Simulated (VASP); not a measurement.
# BiIr in VASP: notebook

BiIr is run at these levels: LDA, r2SCAN, PBE; tasks: single point.

All numbers are computed with VASP 6.6.1; they aren't measurements. Logs are shortened: lines on timing, memory, paths and dates and some standing lists are left out, and cuts for length are marked.

## 1. The cell of the first run

Symmetry: Fm-3m, No. 225, cubic system. Conventional cell: a = 5.626 Å, b = 5.626 Å, c = 5.626 Å, α = 90.00°, β = 90.00°, γ = 90.00°. Ir (site symmetry m-3m) has 6 Bi at 2.81 Å within 3.7 Å. Bi (site symmetry m-3m) has 6 Ir at 2.81 Å within 3.7 Å.

## 2. Single point, LDA

INCAR

```
ALGO     = Normal         # electronic algorithm
EDIFF    = 1E-7           # SCF threshold, eV
ENCUT    = 520            # plane-wave cutoff, eV
ISIF     = 2              # what is computed and relaxed
ISMEAR   = 0              # smearing method
LASPH    = T              # aspherical terms in the spheres
LCHARG   = F              # write CHGCAR
LREAL    = F              # projectors in reciprocal space
LWAVE    = F              # write WAVECAR
NBANDS   = 19             # bands
NELM     = 100            # most SCF steps
PREC     = Accurate       # precision mode
SIGMA    = 0.05           # smearing width, eV
```

KPOINTS

```
k-points
0
Gamma
  10 10 10
```

POSCAR

```
BiIr
1.0
    0.0000000000      2.8128721990      2.8128721990
    2.8128721990      0.0000000000      2.8128721990
    2.8128721990      2.8128721990      0.0000000000
Ir Bi
1 1
Direct
    0.5000000000      0.5000000000      0.5000000000
    0.0000000000      0.0000000000      0.0000000000
```

Potentials or basis: VASP PAW LDA potentials, release 64 (Ir, Bi_d).

The run is started by

```sh
$ cat potpaw_LDA.64/Ir/POTCAR potpaw_LDA.64/Bi_d/POTCAR > POTCAR
$ mpirun -np 1 vasp_std > vasp.out
```

OUTCAR:

```text
EDIFF = 1E-7
   ENCUT = 520
   ISIF = 2
   ISMEAR = 0
   LASPH = T
   LREAL = F
   NELM = 100
   PREC = Accurate

 ion  position               nearest neighbor table
   1  0.500  0.500  0.500-   2 2.81   2 2.81   2 2.81   2 2.81   2 2.81   2 2.81
   2  0.000  0.000  0.000-   1 2.81   1 2.81   1 2.81   1 2.81   1 2.81   1 2.81

  LATTYP: Found a face centered cubic cell.
 ALAT       =     5.6257443980

  Lattice vectors:

 A1 = (   0.0000000000,   2.8128721990,   2.8128721990)
 A2 = (   2.8128721990,   0.0000000000,   2.8128721990)
 A3 = (   2.8128721990,   2.8128721990,   0.0000000000)

Analysis of symmetry for initial positions (statically):
=====================================================================
 Subroutine PRICEL returns:
 Original cell was already a primitive cell.

 Routine SETGRP: Setting up the symmetry group for a
 face centered cubic supercell.

 Subroutine GETGRP returns: Found 48 space group operations
 (whereof 48 operations were pure point group operations)
 out of a pool of 48 trial point group operations.

The static configuration has the point symmetry O_h .

Analysis of symmetry for dynamics (positions and initial velocities):
=====================================================================
 Subroutine PRICEL returns:
 Original cell was already a primitive cell.

 Routine SETGRP: Setting up the symmetry group for a
 face centered cubic supercell.

 Subroutine GETGRP returns: Found 48 space group operations
 (whereof 48 operations were pure point group operations)
 out of a pool of 48 trial point group operations.

The dynamic configuration has the point symmetry O_h .

 Subroutine INISYM returns: Found 48 space group operations
 (whereof 48 operations are pure point group operations),
 and found     1 'primitive' translations

----------------------------------------------------------------------------------------

                                     Primitive cell

  volume of cell :      44.5123

  direct lattice vectors                    reciprocal lattice vectors
     0.000000000  2.812872199  2.812872199    -0.177754254  0.177754254  0.177754254
     2.812872199  0.000000000  2.812872199     0.177754254 -0.177754254  0.177754254
     2.812872199  2.812872199  0.000000000     0.177754254  0.177754254 -0.177754254

  length of vectors
     3.978002013  3.978002013  3.978002013     0.307879400  0.307879400  0.307879400

  position of ions in fractional coordinates (direct lattice)
     0.500000000  0.500000000  0.500000000
     0.000000000  0.000000000  0.000000000

[... 76 lines left out ...]
   EDIFF  = 0.1E-06   stopping-criterion for ELM
   LREAL  =      F    real-space projection
   EDIFFG = 0.1E-05   stopping-criterion for IOM
   NSW    =      0    number of steps for IOM
   IBRION =     -1    ionic relax: 0-MD 1-quasi-New 2-CG
   NFREE  =      0    steps in history (QN), initial steepest desc. (CG)
   ISIF   =      2    stress and relaxation
   ISYM   =      2    0-nonsym 1-usesym 2-fastsym
   POTIM  = 0.5000    time-step for ionic-motion
   TEBEG  =    0.0;   TEEND  =   0.0 temperature during run
   PSTRESS=    0.0 pullay stress
   NELECT =      24.0000    total number of electrons
   NUPDOWN=      -1.0000    fix difference up-down
   EMIN   =  10.00;   EMAX   =-10.00  energy-range for DOS
   EFERMI =   0.00;   METHOD = LEGACY
   ISMEAR =     0;   SIGMA  =   0.05  broadening in eV -4-tet -1-fermi 0-gaus
   EFERMI_NEDOS =   21; number of points for ismear=-14 and -15
   IALGO  =     38    algorithm
   IMIX   =      4    mixing-type and parameters
     AMIX     =   0.40;   BMIX     =  1.00
     AMIX_MAG =   1.60;   BMIX_MAG =  1.00
  volume/ion in A,a.u.               =      22.26       150.19
  Fermi-wavevector in a.u.,A,eV,Ry     =   1.332453  2.517971 24.156207  1.775431
  Thomas-Fermi vector in A             =   2.461387
   LORBIT       =      0    0 simple, 1 ext, 2 COOP (PROOUT), +10 PAW based schemes
   GGA     = CA    functional components
   LHFCALC =     F    Hartree Fock is set to
   AEXX    =    0.0000 exact exchange contribution
   IVDW    =     0    specifies the selected vdW correction
   LEPSILON=     F    determine dielectric tensor
   LRPA    =     F    only Hartree local field effects (RPA)
 non-spin polarized calculation
 Gauss-broadening in eV      SIGMA  =   0.05
  energy-cutoff  :      520.00
  volume of cell :       44.51
 maximum number of plane-waves:      1243
 NGX is ok and might be reduce to    30
   NGX = 15   NGY = 15   NGZ = 15

 number of electron      24.0000003 magnetization

 Free energy of the ion-electron system (eV)
  ---------------------------------------------------
  ext. energy  EPLUGINS =         0.00000000
  ---------------------------------------------------
  free energy    TOTEN  =       -13.77779482 eV

  energy without entropy =      -13.77450992  energy(sigma->0) =      -13.77615237

 E-fermi :   7.8885     XC(G=0): -11.7791

 val. band max:        7.8848178517   @ k =   0.3000   0.2000   0.1000
 cond. band min:       7.8885849629   @ k =   0.4000   0.4000   0.0000
 fundamental gap:      0.0037671112
 Fermi energy:         7.8884586203

 k-point     1 :       0.0000    0.0000    0.0000
  band No.  band energies     occupation
      1     -14.7787      2.00000
      2     -14.7787      2.00000
      3     -14.7167      2.00000
      4     -14.7167      2.00000
      5     -14.7167      2.00000
      6      -5.0204      2.00000
[... 505 lines left out ...]
      6      -3.4080      2.00000
[... 11 lines left out ...]
     18      19.4394      0.00000
     19      21.8759      0.00000

 [... further k-points ...]

------------------------ aborting loop because EDIFF is reached ----------------------------------------

  FORCE on cell =-STRESS in cart. coord.  units (eV):
  Direction    XX          YY          ZZ          XY          YZ          ZX
  --------------------------------------------------------------------------------------
  -------------------------------------------------------------------------------------
  Total       -2.1284903     -2.1284903     -2.1284903     -0.0000000      0.0000000      0.0000000
  in kB      -76.6129633    -76.6129633    -76.6129633     -0.0000000      0.0000000      0.0000000
  external PRESSURE =     -76.6129633 kB  Pullay stress =       0.0000000 kB

 VOLUME and BASIS-vectors are now :
 -----------------------------------------------------------------------------
  energy-cutoff  :      520.00
  volume of cell :       44.51
      direct lattice vectors                 reciprocal lattice vectors
     0.000000000  2.812872199  2.812872199    -0.177754254  0.177754254  0.177754254
     2.812872199  0.000000000  2.812872199     0.177754254 -0.177754254  0.177754254
     2.812872199  2.812872199  0.000000000     0.177754254  0.177754254 -0.177754254

 POSITION                                       TOTAL-FORCE (eV/Angst)
 -----------------------------------------------------------------------------------
      2.81287      2.81287      2.81287         0.000000      0.000000      0.000000
      0.00000      0.00000      0.00000         0.000000      0.000000     -0.000000
 -----------------------------------------------------------------------------------
    total drift:                               -0.000000      0.000000      0.000000

  FREE ENERGIE OF THE ION-ELECTRON SYSTEM (eV)
  ---------------------------------------------------
  free  energy   TOTEN  =       -13.7777948169 eV

  energy  without entropy=      -13.7745099151  energy(sigma->0) =      -13.77615237
```

OSZICAR:

```text
N       E                     dE             d eps       ncg     rms          rms(c)
DAV:   1     0.224827055775E+03    0.22483E+03   -0.12019E+04  1786   0.147E+03
DAV:   2     0.114420449699E+01   -0.22368E+03   -0.21709E+03  1786   0.398E+02
DAV:   3    -0.135707009906E+02   -0.14715E+02   -0.14528E+02  2116   0.113E+02
DAV:   4    -0.139430547290E+02   -0.37235E+00   -0.37200E+00  2091   0.180E+01
DAV:   5    -0.139588697642E+02   -0.15815E-01   -0.15814E-01  2332   0.353E+00    0.603E+00
DAV:   6    -0.138194500938E+02    0.13942E+00   -0.25178E-01  2204   0.528E+00    0.274E+00
DAV:   7    -0.137855524613E+02    0.33898E-01   -0.71930E-02  2399   0.267E+00    0.139E+00
DAV:   8    -0.137784467807E+02    0.71057E-02   -0.27093E-02  2031   0.143E+00    0.193E-01
DAV:   9    -0.137777949600E+02    0.65182E-03   -0.19509E-03  2320   0.611E-01    0.323E-02
DAV:  10    -0.137777964529E+02   -0.14929E-05   -0.53793E-05  2470   0.102E-01    0.161E-02
DAV:  11    -0.137777947819E+02    0.16710E-05   -0.61170E-06  2361   0.288E-02    0.245E-03
DAV:  12    -0.137777948169E+02   -0.35071E-07   -0.34527E-07  2121   0.514E-03
   1 F= -.13777795E+02 E0= -.13776152E+02  d E =-.328490E-02
```

Run time: 16 s. Hardware: 1 thread of AMD EPYC 9R45 (Zen 5), shared host; peak memory 0.15 GiB.

What came out:

```yaml
Free_energy: -13.7778 eV
Pressure: -7.7 GPa
Band_gap_on_the_k_mesh: zero (band 12 reaches 9.75 eV, above the bottom of band 13 at 7.11 eV)
```

Levels at points of the mesh, in eV from the Fermi level:
```
           k point  band 8  band 9  band 10  band 11  band 12  band 13  band 14  band 15  band 16  band 17
(0.00, 0.00, 0.00)   -1.87   -1.87    -1.66    -1.66     1.86     1.86     1.86     3.58     7.71    10.61
(0.50, 0.00, 0.00)   -3.66   -3.66    -1.18    -1.18    -0.84     4.29     5.69     5.69     6.62     6.62
(0.50, 0.50, 0.00)   -2.68   -1.28    -0.93    -0.93    -0.78    -0.78    -0.33     1.39     8.46    13.10
```

Caveat: spin-orbit coupling is left out, which moves the levels of the heavy elements.

## 3. Single point, r2SCAN

POSCAR is that of step 2.

INCAR.step1

```
PREC = Accurate
ENCUT = 520
ISMEAR = 0
SIGMA = 0.05
LREAL = False
LASPH = True
NELM = 100
NBANDS = 19
GGA = PE
ALGO = Normal
EDIFF = 1E-4
LWAVE = True
LCHARG = False
```

INCAR.step2

```
PREC = Accurate
ENCUT = 520
EDIFF = 1E-6
ISMEAR = 0
SIGMA = 0.05
LREAL = False
LASPH = True
NELM = 100
ALGO = Normal
ISIF = 2
LWAVE = False
LCHARG = False
METAGGA = R2SCAN
LMIXTAU = True
NBANDS = 19
ISTART = 1
```

KPOINTS

```
regular mesh
0
Gamma
  10 10 10
```

Potentials or basis: VASP PAW PBE potentials, release 64 (Ir, Bi_d).

The run is started by

```sh
$ cat potpaw_PBE.64/Ir/POTCAR potpaw_PBE.64/Bi_d/POTCAR > POTCAR
$ cp INCAR.step1 INCAR
$ mpirun -np 1 vasp_std > vasp.out
$ cp INCAR.step2 INCAR
$ mpirun -np 1 vasp_std > vasp.out
```

Run time: 79 s. Hardware: 1 thread of AMD EPYC 9R45 (Zen 5), shared host; peak memory 0.17 GiB.

The run converged. Its results:

```yaml
Free_energy: -109.8610 eV
Pressure: -3.2 GPa
Band_gap_on_the_k_mesh: zero (band 12 reaches 9.90 eV, above the bottom of band 13 at 7.03 eV)
```

Levels at points of the mesh, in eV from the Fermi level:
| k point | band 8 | band 9 | band 10 | band 11 | band 12 | band 13 | band 14 | band 15 | band 16 | band 17 |
| --- | --- | --- | --- | --- | --- | --- | --- | --- | --- | --- |
| (0.00, 0.00, 0.00) | -2.02 | -2.02 | -1.64 | -1.64 | 1.95 | 1.95 | 1.95 | 4.04 | 8.43 | 11.16 |
| (0.50, 0.00, 0.00) | -3.77 | -3.77 | -1.29 | -1.29 | -0.96 | 4.75 | 6.03 | 6.03 | 6.93 | 6.93 |
| (0.50, 0.50, 0.00) | -2.80 | -1.24 | -0.94 | -0.94 | -0.91 | -0.91 | -0.30 | 1.60 | 8.98 | 13.94 |

Caveat: the PAW data sets were made with another functional, which shifts forces and pressure a little; spin-orbit coupling is left out, which moves the levels of the heavy elements.

(Part 1 of 2 ends here.)
